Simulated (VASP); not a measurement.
Wanted: the native input for a VASP 6.6.1 run.

| Property | Result |
| --- | --- |
| Task | single point |
| Functional | LDA |
| Potentials or basis | VASP PAW LDA potentials, release 64 (Hg, Te) |
| Cutoff | 520 eV |
| k mesh | 6 × 6 × 5 |
| Occupations | fermi-dirac, width 0.05 eV |
| Spin | no spin polarisation |
| Dipole correction | no |
| Further INCAR settings | ALGO = Normal; EDIFF = 1e-06; NBANDS = 26 |

The structure of HgTe lies in POSCAR:

```
HgTe
1.0
    2.9724333814     -3.4436603190      0.0000000000
    2.9724333814      3.4436603190      0.0000000000
    0.0000000000      0.0000000000      5.7592420221
Hg Te
2 2
Direct
    0.6569500000      0.3430500000      0.2500000000
    0.3430500000      0.6569500000      0.7500000000
    0.2151910000      0.7848090000      0.2500000000
    0.7848090000      0.2151910000      0.7500000000
```

This cell differs from its parent crystal: volume scaled by 0.98.

The input as run:

INCAR

```
SYSTEM = HgTe
ALGO = Normal ; EDIFF = 1E-6
ENCUT = 520 ; GGA = CA
ISIF = 2 ; ISMEAR = -1
LASPH = .TRUE. ; LCHARG = .FALSE.
LREAL = .FALSE. ; LWAVE = .FALSE.
NBANDS = 26 ; NELM = 80
PREC = Accurate ; SIGMA = 0.05
```

KPOINTS

```
k-points
0
G
  6 6 5
  0 0 0
```

Potentials or basis: VASP PAW LDA potentials, release 64 (Hg, Te).

Run with:

```sh
$ cat potpaw_LDA.64/Hg/POTCAR potpaw_LDA.64/Te/POTCAR > POTCAR
$ mpirun -np 1 vasp_std > vasp.out
```

It gave:

```
Pressure               : -4.0 GPa
Largest force          : 0.208 eV/Å
Band gap on the k mesh : zero (band 18 reaches 4.25 eV, above the bottom of band 19 at 2.12 eV)
```

Caveat: spin-orbit coupling is left out, which moves the levels of the heavy elements.

Run time: 110 s on 1 thread of Intel Xeon 6975P-C, on a shared host, peak memory 0.26 GiB.
